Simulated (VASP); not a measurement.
Wanted: the native input for a VASP 6.6.1 run.

```
Task                   : relaxation of cell and atoms
Functional             : PBEsol
Potentials or basis    : VASP PAW PBE potentials, release 64 (Al, Ru_pv)
Cutoff                 : 600 eV
k mesh                 : 14 × 14 × 14
Occupations            : gaussian, width 0.1 eV
Spin                   : no spin polarisation
Dipole correction      : no
Further INCAR settings : ALGO = Normal; EDIFF = 1e-06; IBRION = 2; EDIFFG = -0.005; NSW = 100; ISIF = 3
```

The structure of AlRu lies in POSCAR:

```
AlRu
1.0
    2.9824954400      0.0000000000      0.0000000000
    0.0000000000      2.9824954400      0.0000000000
    0.0000000000      0.0000000000      2.9824954400
Al Ru
1 1
Direct
    0.0000000000      0.0000000000      0.0000000000
    0.5000000000      0.5000000000      0.5000000000
```

One way to write it, as run:

INCAR

```
PREC     = Accurate       # precision mode
ENCUT    = 600            # plane-wave cutoff, eV
EDIFF    = 1E-6           # SCF threshold, eV
ISMEAR   = 0              # smearing method
SIGMA    = 0.1            # smearing width, eV
LREAL    = False          # projectors in reciprocal space
LASPH    = True           # aspherical terms in the spheres
NELM     = 60             # most SCF steps
ALGO     = Normal         # electronic algorithm
ISIF     = 3              # what is computed and relaxed
LWAVE    = False          # write WAVECAR
LCHARG   = False          # write CHGCAR
GGA      = PS             # functional
IBRION   = 2              # ionic algorithm
NSW      = 100            # ionic steps
EDIFFG   = -0.005         # ionic threshold
```

KPOINTS

```
regular mesh
0
Gamma
  14 14 14
```

Potentials or basis: VASP PAW PBE potentials, release 64 (Al, Ru_pv).

Run with:

```console
$ cat potpaw_PBE.64/Al/POTCAR potpaw_PBE.64/Ru_pv/POTCAR > POTCAR
$ mpirun -np 1 vasp_std > vasp.out
```

Results of the run:

The relaxed volume is 13.19 Å³/atom, the relaxed cell is a = 2.977 Å, b = 2.977 Å, c = 2.977 Å, α = 90.00°, β = 90.00°, γ = 90.00° and the space group after relaxing (to 0.05 Å) is Pm-3m (No. 221). The energy gained by relaxing is 0.3 meV/atom. The ionic steps are 3 and the pressure after relaxing is 0.0 GPa.

Caveat: the PAW data sets were made with another functional, which shifts forces and pressure a little.

Wall time 60 s on 1 thread of Intel(R) Xeon(R) Platinum 8259CL CPU @ 2.50GHz (Skylake/Cascade Lake) (shared host), peak memory 0.18 GiB.
